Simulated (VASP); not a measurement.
# GePt (Pm-3m) in VASP: a series of runs

The runs below take GePt through single point, relaxation of cell and atoms, with PBE.

Everything below comes from runs of VASP 6.6.1. Logs are shortened: lines on timing, memory, paths and dates and some standing lists are left out, and cuts for length are marked.

### 1 The cell of the first run

It takes space group Pm-3m (No. 221, cubic). Conventional cell: a = 3.191 Å, b = 3.191 Å, c = 3.191 Å, α = 90.00°, β = 90.00°, γ = 90.00°. Within 3.6 Å of Ge (site symmetry m-3m) lie 8 Pt at 2.76 Å and 6 Ge at 3.19 Å. Within 3.6 Å of Pt (site symmetry m-3m) lie 8 Ge at 2.76 Å and 6 Pt at 3.19 Å.

### 2 Single point, PBE

File INCAR:

```
ALGO = Normal
EDIFF = 1E-7
ENCUT = 520
GGA = PE
ISIF = 2
ISMEAR = 0
LASPH = T
LCHARG = T
LELF = T
LREAL = F
LVHAR = T
LWAVE = F
NBANDS = 19
NELM = 80
PREC = Accurate
SIGMA = 0.1
```

File KPOINTS:

```
k-points
0
Gamma
  18 18 18
```

File POSCAR:

```
GePt
1.0
    3.1905517609      0.0000000000      0.0000000000
    0.0000000000      3.1905517609      0.0000000000
    0.0000000000      0.0000000000      3.1905517609
Ge Pt
1 1
Direct
    0.5000000000      0.5000000000      0.5000000000
    0.0000000000      0.0000000000      0.0000000000
```

Potentials or basis: VASP PAW PBE potentials, release 64 (Ge_d, Pt).

Run with:

```bash
$ cat potpaw_PBE.64/Ge_d/POTCAR potpaw_PBE.64/Pt/POTCAR > POTCAR
$ mpirun -np 1 vasp_std > vasp.out
```

OUTCAR:

```text
EDIFF = 1E-7
   ENCUT = 520
   GGA = PE
   ISIF = 2
   ISMEAR = 0
   LASPH = T
   LREAL = F
   NELM = 80
   PREC = Accurate

 ion  position               nearest neighbor table
   1  0.500  0.500  0.500-   2 2.76   2 2.76   2 2.76   2 2.76   2 2.76   2 2.76   2 2.76   2 2.76

   2  0.000  0.000  0.000-   1 2.76   1 2.76   1 2.76   1 2.76   1 2.76   1 2.76   1 2.76   1 2.76

  LATTYP: Found a simple cubic cell.
 ALAT       =     3.1905517609

  Lattice vectors:

 A1 = (   3.1905517609,   0.0000000000,   0.0000000000)
 A2 = (   0.0000000000,   3.1905517609,   0.0000000000)
 A3 = (   0.0000000000,   0.0000000000,   3.1905517609)

Analysis of symmetry for initial positions (statically):
=====================================================================
 Subroutine PRICEL returns:
 Original cell was already a primitive cell.

 Routine SETGRP: Setting up the symmetry group for a
 simple cubic supercell.

 Subroutine GETGRP returns: Found 48 space group operations
 (whereof 48 operations were pure point group operations)
 out of a pool of 48 trial point group operations.

The static configuration has the point symmetry O_h .

Analysis of symmetry for dynamics (positions and initial velocities):
=====================================================================
 Subroutine PRICEL returns:
 Original cell was already a primitive cell.

 Routine SETGRP: Setting up the symmetry group for a
 simple cubic supercell.

 Subroutine GETGRP returns: Found 48 space group operations
 (whereof 48 operations were pure point group operations)
 out of a pool of 48 trial point group operations.

The dynamic configuration has the point symmetry O_h .

 Subroutine INISYM returns: Found 48 space group operations
 (whereof 48 operations are pure point group operations),
 and found     1 'primitive' translations

----------------------------------------------------------------------------------------

                                     Primitive cell

  volume of cell :      32.4786

  direct lattice vectors                    reciprocal lattice vectors
     3.190551761  0.000000000  0.000000000     0.313425412  0.000000000  0.000000000
     0.000000000  3.190551761  0.000000000     0.000000000  0.313425412  0.000000000
     0.000000000  0.000000000  3.190551761     0.000000000  0.000000000  0.313425412

  length of vectors
     3.190551761  3.190551761  3.190551761     0.313425412  0.313425412  0.313425412

  position of ions in fractional coordinates (direct lattice)
     0.500000000  0.500000000  0.500000000
     0.000000000  0.000000000  0.000000000

  ion indices of the primitive-cell ions
   primitive index   ion index
                 1           1
                 2           2

----------------------------------------------------------------------------------------

 KPOINTS: k-points

Automatic generation of k-mesh.
 Grid dimensions read from file:
 generate k-points for:   18   18   18

 Generating k-lattice:

  Cartesian coordinates                     Fractional coordinates (reciprocal lattice)
     0.017412523  0.000000000  0.000000000     0.055555556  0.000000000  0.000000000
     0.000000000  0.017412523  0.000000000     0.000000000  0.055555556  0.000000000
     0.000000000  0.000000000  0.017412523     0.000000000  0.000000000  0.055555556

  Length of vectors
     0.017412523  0.017412523  0.017412523

  Shift w.r.t. Gamma in fractional coordinates (k-lattice)
     0.000000000  0.000000000  0.000000000

 Subroutine IBZKPT returns following result:
 ===========================================

 Found    220 irreducible k-points:

 Following reciprocal coordinates:
            Coordinates               Weight
  0.000000  0.000000  0.000000      1.000000
  0.055556  0.000000  0.000000      6.000000
  0.111111  0.000000  0.000000      6.000000
  0.166667  0.000000  0.000000      6.000000
  0.222222  0.000000  0.000000      6.000000
  0.277778  0.000000  0.000000      6.000000
[... 16 lines left out ...]
  0.277778  0.111111  0.000000     24.000000
  0.333333  0.111111  0.000000     24.000000
 [... further k-points ...]
   k-points           NKPTS =    220   k-points in BZ     NKDIM =    220   number of bands    NBANDS=     19
   number of dos      NEDOS =    301   number of ions     NIONS =      2
   total plane-waves  NPLWV =  13824
   dimension x,y,z NGX =    24 NGY =   24 NGZ =   24
   dimension x,y,z NGXF=    48 NGYF=   48 NGZF=   48
   ions per type =               1   1
   NGX,Y,Z   is equivalent  to a cutoff of  12.51, 12.51, 12.51 a.u.
   NGXF,Y,Z  is equivalent  to a cutoff of  25.01, 25.01, 25.01 a.u.
 SYSTEM =  unknown system
   PREC   = accura    normal or accurate (medium, high low for compatibility)
   ISTART =      0    job   : 0-new  1-cont  2-samecut
   ICHARG =      2    charge: 1-file 2-atom 10-const
   ISPIN  =      1    spin polarized calculation?
   LNONCOLLINEAR =      F non collinear calculations
   LSORBIT =      F    spin-orbit coupling
   LASPH  =      T    aspherical Exc in radial PAW
   ENCUT  =  520.0 eV  38.22 Ry    6.18 a.u.   5.93  5.93  5.93*2*pi/ulx,y,z
   NELM   =     80;   NELMIN=  2; NELMDL= -5     # of ELM steps
   EDIFF  = 0.1E-06   stopping-criterion for ELM
   LREAL  =      F    real-space projection
   EDIFFG = 0.1E-05   stopping-criterion for IOM
   NSW    =      0    number of steps for IOM
   IBRION =     -1    ionic relax: 0-MD 1-quasi-New 2-CG
   NFREE  =      0    steps in history (QN), initial steepest desc. (CG)
   ISIF   =      2    stress and relaxation
   ISYM   =      2    0-nonsym 1-usesym 2-fastsym
   POTIM  = 0.5000    time-step for ionic-motion
   TEBEG  =    0.0;   TEEND  =   0.0 temperature during run
   PSTRESS=    0.0 pullay stress
   NELECT =      24.0000    total number of electrons
   NUPDOWN=      -1.0000    fix difference up-down
   EMIN   =  10.00;   EMAX   =-10.00  energy-range for DOS
   EFERMI =   0.00;   METHOD = LEGACY
   ISMEAR =     0;   SIGMA  =   0.10  broadening in eV -4-tet -1-fermi 0-gaus
   EFERMI_NEDOS =   21; number of points for ismear=-14 and -15
   IALGO  =     38    algorithm
   IMIX   =      4    mixing-type and parameters
     AMIX     =   0.40;   BMIX     =  1.00
     AMIX_MAG =   1.60;   BMIX_MAG =  1.00
  volume/ion in A,a.u.               =      16.24       109.59
  Fermi-wavevector in a.u.,A,eV,Ry     =   1.480060  2.796909 29.804635  2.190579
  Thomas-Fermi vector in A             =   2.594141
   LORBIT       =      0    0 simple, 1 ext, 2 COOP (PROOUT), +10 PAW based schemes
   GGA     = PE    functional components
   LHFCALC =     F    Hartree Fock is set to
   AEXX    =    0.0000 exact exchange contribution
   IVDW    =     0    specifies the selected vdW correction
   LEPSILON=     F    determine dielectric tensor
   LRPA    =     F    only Hartree local field effects (RPA)
 non-spin polarized calculation
 Gauss-broadening in eV      SIGMA  =   0.10
  energy-cutoff  :      520.00
  volume of cell :       32.48
 maximum number of plane-waves:       912
 NGX is ok and might be reduce to    24
   NGX = 11   NGY = 11   NGZ = 11

 number of electron      23.9999992 magnetization

 Free energy of the ion-electron system (eV)
  ---------------------------------------------------
  ext. energy  EPLUGINS =         0.00000000
  ---------------------------------------------------
  free energy    TOTEN  =       -10.85794782 eV

  energy without entropy =      -10.85342890  energy(sigma->0) =      -10.85568836

 E-fermi :   9.4299     XC(G=0): -12.5472

 val. band max:        9.4175639152   @ k =   0.5000   0.3889   0.1111
 cond. band min:       9.4319282082   @ k =   0.2778   0.2778   0.1667
 fundamental gap:      0.0143642930
 Fermi energy:         9.4298555607

 k-point     1 :       0.0000    0.0000    0.0000
  band No.  band energies     occupation
      1     -15.5001      2.00000
      2     -15.5001      2.00000
      3     -15.4514      2.00000
      4     -15.4514      2.00000
      5     -15.4514      2.00000
      6      -3.2996      2.00000
[... 11 lines left out ...]
     18      26.5156      0.00000
     19      26.5156      0.00000

 k-point     2 :       0.0556    0.0000    0.0000
  band No.  band energies     occupation
      1     -15.5000      2.00000
      2     -15.4985      2.00000
      3     -15.4517      2.00000
      4     -15.4517      2.00000
      5     -15.4513      2.00000
      6      -3.2500      2.00000
[... 11 lines left out ...]
     18      26.4447      0.00000
     19      26.4508      0.00000

 k-point     3 :       0.1111    0.0000    0.0000
  band No.  band energies     occupation
      1     -15.4996      2.00000
      2     -15.4940      2.00000
      3     -15.4529      2.00000
      4     -15.4529      2.00000
      5     -15.4510      2.00000
      6      -3.1020      2.00000
[... 11 lines left out ...]
     18      25.8127      0.00000
     19      25.8127      0.00000

 k-point     4 :       0.1667    0.0000    0.0000
  band No.  band energies     occupation
      1     -15.4990      2.00000
      2     -15.4870      2.00000
      3     -15.4547      2.00000
      4     -15.4547      2.00000
      5     -15.4506      2.00000
      6      -2.8576      2.00000
[... 11 lines left out ...]
     18      24.6586      0.00000
     19      24.6586      0.00000

 k-point     5 :       0.2222    0.0000    0.0000
  band No.  band energies     occupation
      1     -15.4983      2.00000
      2     -15.4784      2.00000
      3     -15.4569      2.00000
      4     -15.4569      2.00000
      5     -15.4501      2.00000
      6      -2.5208      2.00000
[... 11 lines left out ...]
     18      23.4206      0.00000
     19      23.4206      0.00000
[... 334 lines left out ...]
      2     -15.4845      2.00000
      3     -15.4567      2.00000
      4     -15.4548      2.00000
      5     -15.4520      2.00000
      6      -2.6684      2.00000
[... 11 lines left out ...]
     18      22.6347      0.00000
     19      24.4707      0.00000

 k-point    22 :       0.2222    0.1111    0.0000
  band No.  band energies     occupation
      1     -15.4940      2.00000
      2     -15.4762      2.00000
      3     -15.4591      2.00000
      4     -15.4570      2.00000
      5     -15.4517      2.00000
      6      -2.3391      2.00000
[... 11 lines left out ...]
     18      22.3500      0.00000
     19      23.3108      0.00000

 k-point    23 :       0.2778    0.1111    0.0000
  band No.  band energies     occupation
      1     -15.4932      2.00000
      2     -15.4672      2.00000
      3     -15.4617      2.00000
      4     -15.4594      2.00000
      5     -15.4514      2.00000
      6      -1.9271      2.00000
[... 11 lines left out ...]
     18      22.1893      0.00000
     19      23.3165      0.00000

 k-point    24 :       0.3333    0.1111    0.0000
  band No.  band energies     occupation
      1     -15.4925      2.00000
      2     -15.4641      2.00000
      3     -15.4616      2.00000
      4     -15.4587      2.00000
      5     -15.4511      2.00000
      6      -1.4450      2.00000
[... 11 lines left out ...]
     18      21.1444      0.00000
     19      22.9035      0.00000

 [... further k-points ...]
[... 5 lines left out ...]
  --------------------------------------------------------------------------------------
  -------------------------------------------------------------------------------------
  Total       -0.0001312     -0.0001312     -0.0001312     -0.0000000      0.0000000     -0.0000000
  in kB       -0.0064735     -0.0064735     -0.0064735     -0.0000000      0.0000000     -0.0000000
  external PRESSURE =      -0.0064735 kB  Pullay stress =       0.0000000 kB

 VOLUME and BASIS-vectors are now :
 -----------------------------------------------------------------------------
  energy-cutoff  :      520.00
  volume of cell :       32.48
      direct lattice vectors                 reciprocal lattice vectors
     3.190551761  0.000000000  0.000000000     0.313425412  0.000000000  0.000000000
     0.000000000  3.190551761  0.000000000     0.000000000  0.313425412  0.000000000
     0.000000000  0.000000000  3.190551761     0.000000000  0.000000000  0.313425412

 POSITION                                       TOTAL-FORCE (eV/Angst)
 -----------------------------------------------------------------------------------
      1.59528      1.59528      1.59528         0.000000      0.000000      0.000000
      0.00000      0.00000      0.00000         0.000000      0.000000      0.000000
 -----------------------------------------------------------------------------------
    total drift:                                0.000000      0.000000     -0.000000

  FREE ENERGIE OF THE ION-ELECTRON SYSTEM (eV)
  ---------------------------------------------------
  free  energy   TOTEN  =       -10.8579478234 eV

  energy  without entropy=      -10.8534289023  energy(sigma->0) =      -10.85568836
```

Run time: 1.9 min. Hardware: 1 thread of AMD EPYC 7R43 (Zen 3), shared host; peak memory 0.22 GiB.

Results:

```
Free energy            : -10.8579 eV
Pressure               : 0.0 GPa
Band gap on the k mesh : zero (band 12 reaches 11.96 eV, above the bottom of band 13 at 8.33 eV)
```

Caveat: spin-orbit coupling is left out, which moves the levels of the heavy elements.

### 3 Relaxation of cell and atoms, PBE

File INCAR:

```
PREC = Accurate
ENCUT = 600
EDIFF = 1E-6
ISMEAR = 0
SIGMA = 0.1
LREAL = False
LASPH = True
NELM = 100
ALGO = Normal
ISIF = 3
LWAVE = False
LCHARG = False
GGA = PE
IBRION = 2
NSW = 100
EDIFFG = -0.01
```

File KPOINTS:

```
regular mesh
0
Gamma
  18 18 18
```

File POSCAR:

```
GePt
1.0
    3.1922617432      0.0000000000      0.0000000000
    0.0000000000      3.1922617432      0.0000000000
    0.0000000000      0.0000000000      3.1922617432
Ge Pt
1 1
Direct
    0.5000000000      0.5000000000      0.5000000000
    0.0000000000      0.0000000000      0.0000000000
```

Potentials or basis: VASP PAW PBE potentials, release 64 (Ge_d, Pt).

Run with:

```bash
$ cat potpaw_PBE.64/Ge_d/POTCAR potpaw_PBE.64/Pt/POTCAR > POTCAR
$ mpirun -np 1 vasp_std > vasp.out
```

Wall time 5.3 min (1 thread of Intel Xeon 8259CL, shared host); peak memory 0.29 GiB.

It converged, with:

* Free energy: -10.8580 eV
* Relaxed volume: 16.25 Å³/atom
* Relaxed cell: a = 3.191 Å, b = 3.191 Å, c = 3.191 Å, α = 90.00°, β = 90.00°, γ = 90.00°
* Space group after relaxing (to 0.05 Å): Pm-3m (No. 221)
* Energy gained by relaxing: 0.0 meV/atom
* Ionic steps: 3
* Pressure after relaxing: 0.0 GPa
* Band gap on the k mesh: zero (band 12 reaches 11.96 eV, above the bottom of band 13 at 8.32 eV)

Final structure:
```cif
data_structure
_symmetry_space_group_name_H-M 'P 1'
_symmetry_Int_Tables_number 1
_cell_length_a 3.1910
_cell_length_b 3.1910
_cell_length_c 3.1910
_cell_angle_alpha 90.000
_cell_angle_beta 90.000
_cell_angle_gamma 90.000
_cell_volume 32.49
loop_
_atom_site_label
_atom_site_type_symbol
_atom_site_fract_x
_atom_site_fract_y
_atom_site_fract_z
_atom_site_occupancy
Ge1 Ge 0.50000 0.50000 0.50000 1
Pt1 Pt 0.00000 0.00000 0.00000 1
```

Levels at points of the mesh, in eV from the Fermi level:
```
           k point  band 8  band 9  band 10  band 11  band 12  band 13  band 14  band 15  band 16
(0.00, 0.00, 0.00)   -4.69   -2.21    -2.21    -2.21     1.86     1.86     1.86     4.40     9.96
(0.50, 0.00, 0.00)   -4.29   -3.78    -3.78    -2.12    -0.94     6.65     6.65     7.54     7.89
(0.50, 0.50, 0.00)   -3.91   -3.91    -3.06    -3.06    -1.21    -0.04     1.07     5.00    11.11
(0.50, 0.50, 0.50)   -6.20   -5.41    -1.15    -1.15     2.53     2.53     2.53     4.08     4.08
```

Caveat: spin-orbit coupling is left out, which moves the levels of the heavy elements.
